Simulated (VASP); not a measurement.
# Pd in VASP: density of states with PBE

Aim: the density of states of Pd with PBE.

All numbers are computed with VASP 6.6.1; they aren't measurements. Logs are shortened: lines on timing, memory, paths and dates and some standing lists are left out, and cuts for length are marked.

**1. The cell of the first run**

The cell holds a slab with vacuum, 3 atoms: a = 2.789 Å, b = 2.789 Å, c = 19.944 Å, α = 90.00°, β = 90.00°, γ = 90.00°.

**2. Density of states, PBE**

POSCAR reads:

```
Pd
1.0
    2.7888697467      0.0000000000      0.0000000000
    0.0000000000      2.7888697467      0.0000000000
    0.0000000000      0.0000000000     19.9441000000
Pd
3
Direct
    0.0000000000      0.0000000000      0.4011222011
    0.5000000000      0.5000000000      0.5000000000
    0.0000000000      0.0000000000      0.5988777989
```

INCAR.step1 reads:

```
PREC = Accurate ; ENCUT = 400
EDIFF = 1E-6 ; ISMEAR = -1
SIGMA = 0.05 ; LREAL = False
LASPH = True ; NELM = 120
ALGO = Normal ; ISIF = 2
LWAVE = False ; LCHARG = True
LMAXMIX = 4 ; LDIPOL = True
IDIPOL = 3 ; DIPOL = 0.5 0.5 0.500
GGA = PE ; NBANDS = 22
GGA_COMPAT = False ; NEDOS = 2001
LORBIT = 11 ; NELMDL = -8
```

KPOINTS.step1 reads:

```
Automatic mesh
0
Gamma
  12 12 1
```

INCAR.step2 reads:

```
PREC = Accurate ; ENCUT = 400
EDIFF = 1E-6 ; ISMEAR = -5
SIGMA = 0.05 ; LREAL = False
LASPH = True ; NELM = 120
ALGO = Normal ; ISIF = 2
LWAVE = False ; LCHARG = False
LMAXMIX = 4 ; LDIPOL = True
IDIPOL = 3 ; DIPOL = 0.5 0.5 0.500
GGA = PE ; LORBIT = 11
NEDOS = 2001 ; ICHARG = 11
GGA_COMPAT = False ; NELMDL = -8
```

KPOINTS.step2 reads:

```
Automatic mesh
0
Gamma
  18 18 1
```

Potentials or basis: VASP PAW PBE potentials, release 64 (Pd).

On the command line:

```
$ cat potpaw_PBE.64/Pd/POTCAR > POTCAR
$ cp INCAR.step1 INCAR
$ cp KPOINTS.step1 KPOINTS
$ mpirun -np 1 vasp_std > vasp.out
$ cp INCAR.step2 INCAR
$ cp KPOINTS.step2 KPOINTS
$ mpirun -np 1 vasp_std > vasp.out
```

OUTCAR:

```text
PREC = Accurate
   ENCUT = 400
   EDIFF = 1E-6
   ISMEAR = -5
   LREAL = False
   LASPH = True
   NELM = 120
   ISIF = 2
   GGA = PE
   LORBIT = 11
   ICHARG = 11
   NELMDL = -8

 ion  position               nearest neighbor table
   1  0.000  0.000  0.401-   2 2.79   2 2.79   2 2.79   2 2.79
   2  0.500  0.500  0.500-   1 2.79   3 2.79   1 2.79   3 2.79   1 2.79   3 2.79   1 2.79   3 2.79

   3  0.000  0.000  0.599-   2 2.79   2 2.79   2 2.79   2 2.79

  LATTYP: Found a simple tetragonal cell.
 ALAT       =     2.7888697467
 C/A-ratio  =     7.1513200011

  Lattice vectors:

 A1 = (   2.7888697467,   0.0000000000,   0.0000000000)
 A2 = (   0.0000000000,   2.7888697467,   0.0000000000)
 A3 = (   0.0000000000,   0.0000000000,  19.9441000000)

Analysis of symmetry for initial positions (statically):
=====================================================================
 Subroutine PRICEL returns:
 Original cell was already a primitive cell.

 Routine SETGRP: Setting up the symmetry group for a
 simple tetragonal supercell.

 Subroutine GETGRP returns: Found 16 space group operations
 (whereof 16 operations were pure point group operations)
 out of a pool of 16 trial point group operations.

The static configuration has the point symmetry D_4h.

Analysis of symmetry for dynamics (positions and initial velocities):
=====================================================================
 Subroutine PRICEL returns:
 Original cell was already a primitive cell.

 Routine SETGRP: Setting up the symmetry group for a
 simple tetragonal supercell.

 Subroutine GETGRP returns: Found 16 space group operations
 (whereof 16 operations were pure point group operations)
 out of a pool of 16 trial point group operations.

The dynamic configuration has the point symmetry D_4h.

 Subroutine INISYM returns: Found 16 space group operations
 (whereof 16 operations are pure point group operations),
 and found     1 'primitive' translations

----------------------------------------------------------------------------------------

                                     Primitive cell

  volume of cell :     155.1211

  direct lattice vectors                    reciprocal lattice vectors
     2.788869747  0.000000000  0.000000000     0.358568198  0.000000000  0.000000000
     0.000000000  2.788869747  0.000000000     0.000000000  0.358568198  0.000000000
     0.000000000  0.000000000 19.944100000     0.000000000  0.000000000  0.050140142

  length of vectors
     2.788869747  2.788869747 19.944100000     0.358568198  0.358568198  0.050140142

  position of ions in fractional coordinates (direct lattice)
     0.000000000  0.000000000  0.401122201
     0.500000000  0.500000000  0.500000000
     0.000000000  0.000000000  0.598877799

  ion indices of the primitive-cell ions
   primitive index   ion index
                 1           1
                 2           2
                 3           3

----------------------------------------------------------------------------------------

 KPOINTS: Automatic mesh

Automatic generation of k-mesh.
 Grid dimensions read from file:
 generate k-points for:   18   18    1

 Generating k-lattice:

  Cartesian coordinates                     Fractional coordinates (reciprocal lattice)
     0.019920455  0.000000000  0.000000000     0.055555556  0.000000000  0.000000000
     0.000000000  0.019920455  0.000000000     0.000000000  0.055555556  0.000000000
     0.000000000  0.000000000  0.050140142     0.000000000  0.000000000  1.000000000

  Length of vectors
     0.019920455  0.019920455  0.050140142

  Shift w.r.t. Gamma in fractional coordinates (k-lattice)
     0.000000000  0.000000000  0.000000000

 TETIRR: Found    495 inequivalent tetrahedra from     1944

 Subroutine IBZKPT returns following result:
 ===========================================

 Found     55 irreducible k-points:

 Following reciprocal coordinates:
            Coordinates               Weight
  0.000000  0.000000  0.000000      1.000000
  0.055556  0.000000  0.000000      4.000000
  0.111111  0.000000  0.000000      4.000000
  0.166667  0.000000  0.000000      4.000000
  0.222222  0.000000  0.000000      4.000000
  0.277778  0.000000  0.000000      4.000000
[... 16 lines left out ...]
  0.277778  0.111111  0.000000      8.000000
  0.333333  0.111111  0.000000      8.000000
 [... further k-points ...]
   k-points           NKPTS =     55   k-points in BZ     NKDIM =     55   number of bands    NBANDS=     19
   number of dos      NEDOS =   2001   number of ions     NIONS =      3
   total plane-waves  NPLWV =  45360
   dimension x,y,z NGX =    18 NGY =   18 NGZ =  140
   dimension x,y,z NGXF=    36 NGYF=   36 NGZF=  280
   ions per type =               3
   NGX,Y,Z   is equivalent  to a cutoff of  10.73, 10.73, 11.67 a.u.
   NGXF,Y,Z  is equivalent  to a cutoff of  21.46, 21.46, 23.34 a.u.
 SYSTEM =  unknown system
   PREC   = accura    normal or accurate (medium, high low for compatibility)
   ISTART =      0    job   : 0-new  1-cont  2-samecut
   ICHARG =     11    charge: 1-file 2-atom 10-const
   ISPIN  =      1    spin polarized calculation?
   LNONCOLLINEAR =      F non collinear calculations
   LSORBIT =      F    spin-orbit coupling
   LASPH  =      T    aspherical Exc in radial PAW
   ENCUT  =  400.0 eV  29.40 Ry    5.42 a.u.   4.55  4.55 32.52*2*pi/ulx,y,z
   NELM   =    120;   NELMIN=  2; NELMDL= -8     # of ELM steps
   EDIFF  = 0.1E-05   stopping-criterion for ELM
   LREAL  =      F    real-space projection
   EDIFFG = 0.1E-04   stopping-criterion for IOM
   NSW    =      0    number of steps for IOM
   IBRION =     -1    ionic relax: 0-MD 1-quasi-New 2-CG
   NFREE  =      0    steps in history (QN), initial steepest desc. (CG)
   ISIF   =      2    stress and relaxation
   ISYM   =      2    0-nonsym 1-usesym 2-fastsym
   POTIM  = 0.5000    time-step for ionic-motion
   TEBEG  =    0.0;   TEEND  =   0.0 temperature during run
   PSTRESS=    0.0 pullay stress
   NELECT =      30.0000    total number of electrons
   NUPDOWN=      -1.0000    fix difference up-down
   EMIN   =  10.00;   EMAX   =-10.00  energy-range for DOS
   EFERMI =   0.00;   METHOD = LEGACY
   ISMEAR =    -5;   SIGMA  =   0.05  broadening in eV -4-tet -1-fermi 0-gaus
   EFERMI_NEDOS =   21; number of points for ismear=-14 and -15
   IALGO  =     38    algorithm
   IMIX   =      4    mixing-type and parameters
     AMIX     =   0.40;   BMIX     =  1.00
     AMIX_MAG =   1.60;   BMIX_MAG =  1.00
  volume/ion in A,a.u.               =      51.71       348.94
  Fermi-wavevector in a.u.,A,eV,Ry     =   0.946727  1.789055 12.194804  0.896293
  Thomas-Fermi vector in A             =   2.074753
   LORBIT       =     11    0 simple, 1 ext, 2 COOP (PROOUT), +10 PAW based schemes
   GGA     = PE    functional components
   LHFCALC =     F    Hartree Fock is set to
   AEXX    =    0.0000 exact exchange contribution
   IVDW    =     0    specifies the selected vdW correction
   LEPSILON=     F    determine dielectric tensor
   LRPA    =     F    only Hartree local field effects (RPA)
 non-spin polarized calculation
 Fermi weights with tetrahedron method with Bloechl corrections
  energy-cutoff  :      400.00
  volume of cell :      155.12
 maximum number of plane-waves:      2873

 number of electron      30.0000011 magnetization

 dipolmoment           0.000000      0.000000     -0.000000 electrons x Angstroem

 Free energy of the ion-electron system (eV)
  ---------------------------------------------------
  ext. energy  EPLUGINS =         0.00000000
  ---------------------------------------------------
  free energy    TOTEN  =       -14.15715355 eV

  energy without entropy =      -14.15715355  energy(sigma->0) =      -14.15715355

 E-fermi :  -0.8927     XC(G=0):  -4.7473

 val. band max:       -0.8804725199   @ k =   0.1667   0.1667   0.0000
 cond. band min:      -0.9063912525   @ k =   0.2778   0.2778   0.0000
 fundamental gap:     -0.0259187326
 Fermi energy:        -0.8927008553

 k-point     1 :       0.0000    0.0000    0.0000
  band No.  band energies     occupation
      1      -6.6804      2.00000
      2      -5.3184      2.00000
      3      -5.1920      2.00000
      4      -4.9889      2.00000
      5      -4.3473      2.00000
      6      -3.6604      2.00000
[... 11 lines left out ...]
     18      -0.2094      0.00000
     19       1.7150      0.00000

 k-point     2 :       0.0556    0.0000    0.0000
  band No.  band energies     occupation
      1      -6.6124      2.00000
      2      -5.2731      2.00000
      3      -5.1515      2.00000
      4      -4.9334      2.00000
      5      -4.3175      2.00000
      6      -3.6300      2.00000
[... 11 lines left out ...]
     18      -0.0669      0.00000
     19       1.9025      0.00000

 k-point     3 :       0.1111    0.0000    0.0000
  band No.  band energies     occupation
      1      -6.4165      2.00000
      2      -5.1781      2.00000
      3      -4.9976      2.00000
      4      -4.8140      2.00000
      5      -4.1897      2.00000
      6      -3.5397      2.00000
[... 11 lines left out ...]
     18       0.2809      0.00000
     19       2.3643      0.00000

 k-point     4 :       0.1667    0.0000    0.0000
  band No.  band energies     occupation
      1      -6.1205      2.00000
      2      -5.0650      2.00000
      3      -4.7466      2.00000
      4      -4.7239      2.00000
      5      -3.8734      2.00000
      6      -3.3937      2.00000
[... 11 lines left out ...]
     18       0.7336      0.00000
     19       2.9575      0.00000

 k-point     5 :       0.2222    0.0000    0.0000
  band No.  band energies     occupation
      1      -5.7793      2.00000
      2      -4.9212      2.00000
      3      -4.7722      2.00000
      4      -4.3841      2.00000
      5      -3.4398      2.00000
      6      -3.2835      2.00000
[... 11 lines left out ...]
     18       1.2469      0.00000
     19       3.6068      0.00000
[... 334 lines left out ...]
      2      -4.8271      2.00000
      3      -4.6521      2.00000
      4      -4.4445      2.00000
      5      -3.9488      2.00000
      6      -3.2814      2.00000
[... 11 lines left out ...]
     18       1.1610      0.00000
     19       3.3615      0.00000

 k-point    22 :       0.2222    0.1111    0.0000
  band No.  band energies     occupation
      1      -5.5246      2.00000
      2      -4.6898      2.00000
      3      -4.5152      2.00000
      4      -4.3372      2.00000
      5      -3.5648      2.00000
      6      -3.2812      2.00000
[... 11 lines left out ...]
     18       1.6573      0.00000
     19       3.9499      0.00000

 k-point    23 :       0.2778    0.1111    0.0000
  band No.  band energies     occupation
      1      -5.2352      2.00000
      2      -4.6507      2.00000
      3      -4.5116      2.00000
      4      -4.0447      2.00000
      5      -3.4380      2.00000
      6      -3.2874      2.00000
[... 11 lines left out ...]
     18       2.2054      0.00000
     19       4.5870      0.00000

 k-point    24 :       0.3333    0.1111    0.0000
  band No.  band energies     occupation
      1      -5.0600      2.00000
      2      -4.7965      2.00000
      3      -4.2969      2.00000
      4      -3.8384      2.00000
      5      -3.5408      2.00000
      6      -3.2782      2.00000
[... 11 lines left out ...]
     18       2.7843      0.00000
     19       5.2146      0.00000

 [... further k-points ...]

------------------------ aborting loop because EDIFF is reached ----------------------------------------

 vacuum level on the upper side and lower side of the slab       (xc-potential included)        -0.087        -0.087

  FORCE on cell =-STRESS in cart. coord.  units (eV):
  Direction    XX          YY          ZZ          XY          YZ          ZX
  --------------------------------------------------------------------------------------
  -------------------------------------------------------------------------------------
  Total       -2.5395756     -2.5395756     -1.0831201      0.0000000      0.0000000      0.0000000
  in kB      -26.2301526    -26.2301526    -11.1870683      0.0000000      0.0000000      0.0000000
  external PRESSURE =     -21.2157912 kB  Pullay stress =       0.0000000 kB

 VOLUME and BASIS-vectors are now :
 -----------------------------------------------------------------------------
  energy-cutoff  :      400.00
  volume of cell :      155.12
      direct lattice vectors                 reciprocal lattice vectors
     2.788869747  0.000000000  0.000000000     0.358568198  0.000000000  0.000000000
     0.000000000  2.788869747  0.000000000     0.000000000  0.358568198  0.000000000
     0.000000000  0.000000000 19.944100000     0.000000000  0.000000000  0.050140142

 POSITION                                       TOTAL-FORCE (eV/Angst)
 -----------------------------------------------------------------------------------
      0.00000      0.00000      8.00002        -0.000000      0.000000      0.147414
      1.39443      1.39443      9.97205        -0.000000      0.000000     -0.000000
      0.00000      0.00000     11.94408         0.000000     -0.000000     -0.147414
 -----------------------------------------------------------------------------------
    total drift:                                0.000000      0.000000     -0.000000

  FREE ENERGIE OF THE ION-ELECTRON SYSTEM (eV)
  ---------------------------------------------------
  free  energy   TOTEN  =       -14.1571535458 eV

  energy  without entropy=      -14.1571535458  energy(sigma->0) =      -14.15715355

 vacuum level on the upper side and lower side of the slab         4.143         4.143

 total charge

# of ion       s       p       d       tot
------------------------------------------
    1        0.426   0.279   8.509   9.214
    2        0.455   0.431   8.443   9.330
    3        0.426   0.279   8.509   9.214
--------------------------------------------------
tot          1.308   0.989  25.462  27.759
```

Run time: 3 min. Hardware: 1 thread of Intel Xeon Platinum 8488C (Sapphire Rapids), shared host; peak memory 0.24 GiB.

Results:

```yaml
Valence_electrons_inside_the_program's_atomic_spheres: Pd 9.21, 9.33
```

Levels at points of the mesh, in eV from the Fermi level:
```
           k point  band 12  band 13  band 14  band 15  band 16  band 17  band 18  band 19
(0.00, 0.00, 0.00)    -0.85    -0.78    -0.25     0.04     0.09     0.09     0.68     2.61
(0.50, 0.00, 0.00)    -0.64    -0.24    -0.23    -0.03     1.85     2.25     2.38     5.07
(0.50, 0.50, 0.00)    -0.13     0.37     0.60     0.60     4.85     4.85     7.84     7.84
```

Caveat: tetrahedron occupations give inexact forces and stress in metals.
